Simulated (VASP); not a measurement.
Set up this calculation in VASP 6.6.1, as the native input.

```
Task                   : single point
Functional             : PBE
Potentials or basis    : VASP PAW PBE potentials, release 64 (Sb)
Cutoff                 : 520 eV
k mesh                 : 14 × 14 × 14
Occupations            : gaussian, width 0.1 eV
Spin                   : no spin polarisation
Dipole correction      : no
Further INCAR settings : ALGO = Normal; EDIFF = 1e-07; NBANDS = 8
```

The structure of Sb lies in POSCAR:

```
Sb
1.0
    3.0141989828      0.0000000000      0.0000000000
    0.0000000000      3.0141989828      0.0000000000
    0.0000000000      0.0000000000      3.0141989828
Sb
1
Direct
    0.0000000000      0.0000000000      0.0000000000
```

This cell differs from its parent crystal: volume scaled by 0.91.

These files were run (other wordings do the same):

INCAR

```
  PREC = Accurate
  ENCUT = 520
  EDIFF = 1E-7
  ISMEAR = 0
  SIGMA = 0.1
  LREAL = F
  LASPH = T
  NELM = 60
  ALGO = Normal
  ISIF = 2
  LWAVE = F
  LCHARG = T
  GGA = PE
  LELF = T
  LVHAR = T
  NBANDS = 8
```

KPOINTS

```
Automatic mesh
0
Gamma
  14 14 14
```

Potentials or basis: VASP PAW PBE potentials, release 64 (Sb).

Command:

```bash
$ cat potpaw_PBE.64/Sb/POTCAR > POTCAR
$ mpirun -np 1 vasp_std > vasp.out
```

It gave:

```yaml
Pressure: 6.3 GPa
```

Run time: 6.9 s on 1 thread of Intel Xeon 6975P-C, on a shared host, peak memory 0.15 GiB.
